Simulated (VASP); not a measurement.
Here is a VASP 6.6.1 calculation.

Contents of INCAR:

```
SYSTEM = LiH
ALGO = Normal
EDIFF = 1E-6
ENCUT = 520
GGA = PS
ISIF = 2
ISMEAR = -5
ISPIN = 2
IVDW = 12
LASPH = .TRUE.
LCHARG = .FALSE.
LORBIT = 11
LREAL = .FALSE.
LWAVE = .FALSE.
MAGMOM = 0.5 0
NBANDS = 13
NELM = 150
PREC = Accurate
SIGMA = 0.1
```

KPOINTS

```
k-points
0
G
  11 11 11
  0 0 0
```

Contents of POSCAR:

```
LiH
1.0
    0.0000000000      2.0367500000      2.0367500000
    2.0367500000      0.0000000000      2.0367500000
    2.0367500000      2.0367500000      0.0000000000
Li H
1 1
Direct
    0.0000000000      0.0000000000      0.0000000000
    0.5000000000      0.5000000000      0.5000000000
```

Potentials or basis: VASP PAW PBE potentials, release 64 (Li_sv, H).

Run with:

```console
$ cat potpaw_PBE.64/Li_sv/POTCAR potpaw_PBE.64/H/POTCAR > POTCAR
$ mpirun -np 1 vasp_std > vasp.out
```

**Question.** Predict the band gap on the k mesh.

**Answer.** 2.97 eV, direct.

**Question.** Estimate the dispersion energy per atom.

**Answer.** -0.128 eV.

**Question.** Predict the net moment.

**Answer.** 0.00 μB per cell.

 A k mesh can miss the band edges.
